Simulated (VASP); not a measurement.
# CuO (Cc) in VASP: notebook

The runs below take CuO through relaxation of cell and atoms, with PBE, PBEsol.

Everything below comes from runs of VASP 6.6.1. Logs are shortened: lines on timing, memory, paths and dates and some standing lists are left out, and cuts for length are marked.

### 1 The cell of the first run

The structure is monoclinic, space group Cc (No. 9). The conventional cell has a = 4.689 Å, b = 3.427 Å, c = 5.132 Å, α = 90.00°, β = 99.65°, γ = 90.00°. Cu (site symmetry 1) has 4 O at 1.91 to 2.02 Å within 2.5 Å. O (site symmetry 1) has 4 Cu at 1.91 to 2.02 Å within 2.5 Å.

### 2 Relaxation of cell and atoms, PBE

File INCAR:

```
PREC = Accurate ; ENCUT = 600
EDIFF = 1E-7 ; ISMEAR = -1
SIGMA = 0.05 ; LREAL = False
LASPH = True ; NELM = 60
ALGO = Normal ; ISIF = 3
LWAVE = False ; LCHARG = False
GGA = PE ; IBRION = 2
NSW = 60 ; EDIFFG = -0.01
```

File KPOINTS:

```
regular mesh
0
Gamma
  10 10 5
```

File POSCAR:

```
CuO
1.0
    2.3446497600     -1.7133998200      0.0000000000
    2.3446497600      1.7133998200      0.0000000000
   -0.8605499100      0.0000000000      5.0594394800
Cu O
2 2
Direct
    0.0032000000      0.4968000000      0.0000000000
    0.4968000000      0.0032000000      0.5000000000
    0.5714000000      0.4056000000      0.2537000000
    0.4056000000      0.5714000000      0.7537000000
```

Potentials or basis: VASP PAW PBE potentials, release 64 (Cu, O).

Launch:

```sh
> cat potpaw_PBE.64/Cu/POTCAR potpaw_PBE.64/O/POTCAR > POTCAR
> mpirun -np 1 vasp_std > vasp.out
```

OUTCAR:

```text
PREC = Accurate
   ENCUT = 600
   EDIFF = 1E-7
   ISMEAR = -1
   LREAL = False
   LASPH = True
   NELM = 60
   ISIF = 3
   GGA = PE
   IBRION = 2
   NSW = 60
   EDIFFG = -0.01

 ion  position               nearest neighbor table
   1  0.003  0.497  0.000-   4 1.91   3 1.93   4 1.98   3 2.02
   2  0.497  0.003  0.500-   3 1.91   4 1.93   3 1.98   4 2.02
   3  0.571  0.406  0.254-   2 1.91   1 1.93   2 1.98   1 2.02
   4  0.406  0.571  0.754-   1 1.91   2 1.93   1 1.98   2 2.02

  LATTYP: Found a base centered monoclinic cell.
 ALAT       =     4.6892995200
 B/A-ratio  =     0.7307700490
 C/A-ratio  =     1.0944283419
 COS(beta)  =    -0.1676798045

  Lattice vectors:

 A1 = (   2.3446497600,  -1.7133998200,   0.0000000000)
 A2 = (   2.3446497600,   1.7133998200,   0.0000000000)
 A3 = (  -0.8605499100,   0.0000000000,   5.0594394800)

Analysis of symmetry for initial positions (statically):
=====================================================================
 Subroutine PRICEL returns:
 Original cell was already a primitive cell.

 Routine SETGRP: Setting up the symmetry group for a
 base centered monoclinic supercell.

 Subroutine GETGRP returns: Found  2 space group operations
 (whereof  1 operations were pure point group operations)
 out of a pool of  4 trial point group operations.

The static configuration has the point symmetry C_1 .
 The point group associated with its full space group is C_1h.

Analysis of symmetry for dynamics (positions and initial velocities):
=====================================================================
 Subroutine PRICEL returns:
 Original cell was already a primitive cell.

 Routine SETGRP: Setting up the symmetry group for a
 base centered monoclinic supercell.

 Subroutine GETGRP returns: Found  2 space group operations
 (whereof  1 operations were pure point group operations)
 out of a pool of  4 trial point group operations.

The dynamic configuration has the point symmetry C_1 .
 The point group associated with its full space group is C_1h.

 Subroutine INISYM returns: Found  2 space group operations
 (whereof  1 operations are pure point group operations),
 and found     1 'primitive' translations

----------------------------------------------------------------------------------------

                                     Primitive cell

  volume of cell :      40.6508

  direct lattice vectors                    reciprocal lattice vectors
     2.344649760 -1.713399820  0.000000000     0.213251467 -0.291817470  0.036271514
     2.344649760  1.713399820  0.000000000     0.213251467  0.291817470  0.036271514
    -0.860549910  0.000000000  5.059439480     0.000000000  0.000000000  0.197650353

  length of vectors
     2.903983719  2.903983719  5.132102298     0.363248188  0.363248188  0.197650353

  position of ions in fractional coordinates (direct lattice)
     0.003200000  0.496800000  0.000000000
     0.496800000  0.003200000  0.500000000
     0.571400000  0.405600000  0.253700000
     0.405600000  0.571400000  0.753700000

  ion indices of the primitive-cell ions
   primitive index   ion index
                 1           1
                 2           2
                 3           3
                 4           4

----------------------------------------------------------------------------------------

 KPOINTS: regular mesh

Automatic generation of k-mesh.
 Grid dimensions read from file:
 generate k-points for:   10   10    5

 Generating k-lattice:

  Cartesian coordinates                     Fractional coordinates (reciprocal lattice)
     0.021325147 -0.029181747  0.003627151     0.100000000  0.000000000  0.000000000
     0.021325147  0.029181747  0.003627151     0.000000000  0.100000000  0.000000000
     0.000000000  0.000000000  0.039530071     0.000000000  0.000000000  0.200000000

  Length of vectors
     0.036324819  0.036324819  0.039530071

  Shift w.r.t. Gamma in fractional coordinates (k-lattice)
     0.000000000  0.000000000  0.000000000

 Subroutine IBZKPT returns following result:
 ===========================================

 Found    141 irreducible k-points:

 Following reciprocal coordinates:
            Coordinates               Weight
  0.000000  0.000000  0.000000      1.000000
  0.100000 -0.000000 -0.000000      4.000000
  0.200000 -0.000000 -0.000000      4.000000
  0.300000  0.000000  0.000000      4.000000
  0.400000  0.000000  0.000000      4.000000
  0.500000  0.000000 -0.000000      2.000000
[... 16 lines left out ...]
  0.300000  0.300000  0.000000      2.000000
  0.400000  0.300000 -0.000000      4.000000
 [... further k-points ...]
   k-points           NKPTS =    141   k-points in BZ     NKDIM =    141   number of bands    NBANDS=     21
   number of dos      NEDOS =    301   number of ions     NIONS =      4
   total plane-waves  NPLWV =  24192
   dimension x,y,z NGX =    24 NGY =   24 NGZ =   42
   dimension x,y,z NGXF=    48 NGYF=   48 NGZF=   84
   ions per type =               2   2
   NGX,Y,Z   is equivalent  to a cutoff of  13.74, 13.74, 13.61 a.u.
   NGXF,Y,Z  is equivalent  to a cutoff of  27.48, 27.48, 27.21 a.u.
 SYSTEM =  unknown system
   PREC   = accura    normal or accurate (medium, high low for compatibility)
   ISTART =      0    job   : 0-new  1-cont  2-samecut
   ICHARG =      2    charge: 1-file 2-atom 10-const
   ISPIN  =      1    spin polarized calculation?
   LNONCOLLINEAR =      F non collinear calculations
   LSORBIT =      F    spin-orbit coupling
   LASPH  =      T    aspherical Exc in radial PAW
   ENCUT  =  600.0 eV  44.10 Ry    6.64 a.u.   5.80  5.80 10.25*2*pi/ulx,y,z
   NELM   =     60;   NELMIN=  2; NELMDL= -5     # of ELM steps
   EDIFF  = 0.1E-06   stopping-criterion for ELM
   LREAL  =      F    real-space projection
   EDIFFG = -.1E-01   stopping-criterion for IOM
   NSW    =     60    number of steps for IOM
   IBRION =      2    ionic relax: 0-MD 1-quasi-New 2-CG
   NFREE  =      1    steps in history (QN), initial steepest desc. (CG)
   ISIF   =      3    stress and relaxation
   ISYM   =      2    0-nonsym 1-usesym 2-fastsym
   POTIM  = 0.5000    time-step for ionic-motion
   TEBEG  =    0.0;   TEEND  =   0.0 temperature during run
   PSTRESS=    0.0 pullay stress
   NELECT =      34.0000    total number of electrons
   NUPDOWN=      -1.0000    fix difference up-down
   EMIN   =  10.00;   EMAX   =-10.00  energy-range for DOS
   EFERMI =   0.00;   METHOD = LEGACY
   ISMEAR =    -1;   SIGMA  =   0.05  broadening in eV -4-tet -1-fermi 0-gaus
   EFERMI_NEDOS =   21; number of points for ismear=-14 and -15
   IALGO  =     38    algorithm
   IMIX   =      4    mixing-type and parameters
     AMIX     =   0.40;   BMIX     =  1.00
     AMIX_MAG =   1.60;   BMIX_MAG =  1.00
  volume/ion in A,a.u.               =      10.16        68.58
  Fermi-wavevector in a.u.,A,eV,Ry     =   1.542451  2.914810 32.370379  2.379156
  Thomas-Fermi vector in A             =   2.648254
   LORBIT       =      0    0 simple, 1 ext, 2 COOP (PROOUT), +10 PAW based schemes
   GGA     = PE    functional components
   LHFCALC =     F    Hartree Fock is set to
   AEXX    =    0.0000 exact exchange contribution
   IVDW    =     0    specifies the selected vdW correction
   LEPSILON=     F    determine dielectric tensor
   LRPA    =     F    only Hartree local field effects (RPA)
 conjugate gradient relaxation of ions
 non-spin polarized calculation
  energy-cutoff  :      600.00
  volume of cell :       40.65
 maximum number of plane-waves:      1369
   NGX = 11   NGY = 11   NGZ = 21

--------------------------------------- Ionic step        1  -------------------------------------------

 number of electron      33.9999993 magnetization

 Free energy of the ion-electron system (eV)
  ---------------------------------------------------
  ext. energy  EPLUGINS =         0.00000000
  ---------------------------------------------------
  free energy    TOTEN  =       -19.49314221 eV

  energy without entropy =      -19.47396593  energy(sigma->0) =      -19.48355407

------------------------ aborting loop because EDIFF is reached ----------------------------------------

  FORCE on cell =-STRESS in cart. coord.  units (eV):
  Direction    XX          YY          ZZ          XY          YZ          ZX
  --------------------------------------------------------------------------------------
  -------------------------------------------------------------------------------------
  Total        1.5646586      1.7322537      1.4549017      0.0000000      0.0000000     -0.4625644
  in kB       61.6681716     68.2736284     57.3423031      0.0000000      0.0000000    -18.2311350
  external PRESSURE =      62.4280344 kB  Pullay stress =       0.0000000 kB
[... 95 lines left out ...]
  FREE ENERGIE OF THE ION-ELECTRON SYSTEM (eV)
  ---------------------------------------------------
  free  energy   TOTEN  =       -19.5665496257 eV

  energy  without entropy=      -19.5469723423  energy(sigma->0) =      -19.55676098

[... ionic steps 4 to 27 ...]

--------------------------------------- Ionic step       28  -------------------------------------------

 number of electron      34.0000005 magnetization

------------------------ aborting loop because EDIFF is reached ----------------------------------------

  FORCE on cell =-STRESS in cart. coord.  units (eV):
  Direction    XX          YY          ZZ          XY          YZ          ZX
  --------------------------------------------------------------------------------------
  -------------------------------------------------------------------------------------
  Total       -0.0370323     -0.0025825      0.0066746      0.0000000      0.0000000      0.0072090
  in kB       -1.3238376     -0.0923199      0.2386034      0.0000000      0.0000000      0.2577088
  external PRESSURE =      -0.3925180 kB  Pullay stress =       0.0000000 kB
[... 61 lines left out ...]
  energy  without entropy=      -19.7065047209  energy(sigma->0) =      -19.71693934

--------------------------------------- Ionic step       30  -------------------------------------------

 number of electron      34.0000003 magnetization

 Free energy of the ion-electron system (eV)
  ---------------------------------------------------
  ext. energy  EPLUGINS =         0.00000000
  ---------------------------------------------------
  free energy    TOTEN  =       -19.72745882 eV

  energy without entropy =      -19.70656472  energy(sigma->0) =      -19.71701177

 E-fermi :   4.7215     XC(G=0): -11.2559

 val. band max:        4.7105023180   @ k =  -0.3000   0.5000   0.4000
 cond. band min:       4.7309619727   @ k =   0.3000   0.1000   0.0000
 fundamental gap:      0.0204596546
 Fermi energy:         4.7214943069

 k-point     1 :       0.0000    0.0000    0.0000
  band No.  band energies     occupation
      1     -14.9377      2.00000
      2     -13.6623      2.00000
      3      -3.2265      2.00000
      4      -0.6423      2.00000
      5      -0.5238      2.00000
      6       1.0913      2.00000
[... 550 lines left out ...]
      5      -0.9798      2.00000
      6      -0.5403      2.00000
[... 13 lines left out ...]
     20      10.3829      0.00000
     21      13.7466      0.00000

 [... further k-points ...]
[... 5 lines left out ...]
  --------------------------------------------------------------------------------------
  -------------------------------------------------------------------------------------
  Total       -0.0390361     -0.0037435     -0.0373241      0.0000000      0.0000000     -0.0089578
  in kB       -1.3953044     -0.1338064     -1.3341115      0.0000000      0.0000000     -0.3201868
  external PRESSURE =      -0.9544074 kB  Pullay stress =       0.0000000 kB
[... 19 lines left out ...]
  FREE ENERGIE OF THE ION-ELECTRON SYSTEM (eV)
  ---------------------------------------------------
  free  energy   TOTEN  =       -19.7274588200 eV

  energy  without entropy=      -19.7065647240  energy(sigma->0) =      -19.71701177

 reached required accuracy - stopping structural energy minimisation
```

It took 43 min on 1 thread of Intel Xeon Platinum 8259CL at 2.50GHz (Skylake/Cascade Lake), shared host; peak memory 0.28 GiB.

Results:

```
Free energy                           : -19.7275 eV
Relaxed volume                        : 11.21 Å³/atom
Relaxed cell                          : a = 2.948 Å, b = 2.948 Å, c = 5.167 Å, α = 90.27°, β = 90.27°, γ = 86.67°
Space group after relaxing (to 0.1 Å) : Cccm (No. 66)
Energy gained by relaxing             : 58.6 meV/atom
Ionic steps                           : 30
Pressure after relaxing               : -0.1 GPa
Largest force after relaxing          : 0.010 eV/Å
Band gap on the k mesh                : zero (bands 17 and 18 overlap by 0.87 eV)
```

Forces in eV/Å, atoms in the order of the input:
```
Cu   0.001  0.001  0.003
Cu   0.001 -0.001  0.003
O   -0.001  0.009 -0.003
O   -0.001 -0.009 -0.003
```

Stress tensor (GPa, compression positive):
```
-0.14  0.00 -0.03
 0.00 -0.01  0.00
-0.03  0.00 -0.13
```

Step by step:
| step | energy change (eV) | largest force (eV/Å) | pressure (GPa) | volume (Å³) |
| --- | --- | --- | --- | --- |
| 1 | 0.0000 | 0.7883 | 6.24 | 40.65 |
| 2 | -0.0657 | 0.3279 | -3.46 | 43.02 |
| 3 | -0.0734 | 0.3048 | -1.32 | 42.39 |
| 4 | -0.0899 | 0.2222 | 0.48 | 42.15 |
| 5 | -0.0939 | 0.2273 | 1.87 | 41.97 |
| 6 | -0.1072 | 0.1978 | 1.42 | 42.29 |
| 7 | -0.1371 | 0.1058 | 0.27 | 43.23 |
| 8 | -0.1462 | 0.1507 | -1.68 | 45.03 |
| 9 | -0.1511 | 0.0774 | -0.88 | 44.31 |
| 10 | -0.1698 | 0.0491 | -0.71 | 44.47 |
| 11 | -0.2046 | 0.1503 | -0.34 | 44.82 |
| 12 | -0.1975 | 0.4565 | -0.42 | 45.09 |
| 13 | -0.2152 | 0.2554 | -0.16 | 45.00 |
| 14 | -0.2279 | 0.0939 | -0.67 | 45.01 |
| 15 | -0.2279 | 0.0858 | -0.69 | 45.01 |
| 16 | -0.2301 | 0.0515 | 0.62 | 44.57 |
| 17 | -0.2301 | 0.0530 | 0.53 | 44.59 |
| 18 | -0.2310 | 0.0480 | -0.16 | 44.76 |
| 19 | -0.2310 | 0.0420 | -0.02 | 44.73 |
| 20 | -0.2316 | 0.0344 | -0.11 | 44.76 |
| 21 | -0.2328 | 0.0302 | -0.37 | 44.87 |
| 22 | -0.2324 | 0.1051 | -0.90 | 45.08 |
| 23 | -0.2330 | 0.0587 | -0.58 | 44.95 |
| 24 | -0.2334 | 0.0549 | -0.43 | 44.91 |
| 25 | -0.2339 | 0.0443 | 0.08 | 44.78 |
| 26 | -0.2339 | 0.0422 | 0.20 | 44.76 |
| 27 | -0.2340 | 0.0320 | 0.15 | 44.77 |
| 28 | -0.2342 | 0.0270 | -0.04 | 44.82 |
| 29 | -0.2342 | 0.0201 | -0.05 | 44.82 |
| 30 | -0.2343 | 0.0097 | -0.10 | 44.82 |

Final structure:
```xyz
4
Lattice="2.1379 -2.0229 0.1638 2.1379 2.0229 0.1638 -0.4277 0.0000 5.1495" Properties=species:S:1:pos:R:3 pbc="T T T"
Cu    3.1814   -1.0116    0.2533
Cu    2.9675    1.0116    2.8280
O     2.0056   -0.0088    1.4590
O     1.7918    0.0088    4.0338
```

Caveat: semilocal functionals often make such compounds metallic where correlation or magnetic order opens a gap, which also shifts bond lengths. With open d or f shells a metallic result of PBE can be an artefact of self-interaction; +U or a hybrid may open a gap.

(Part 1 of 2 ends here.)
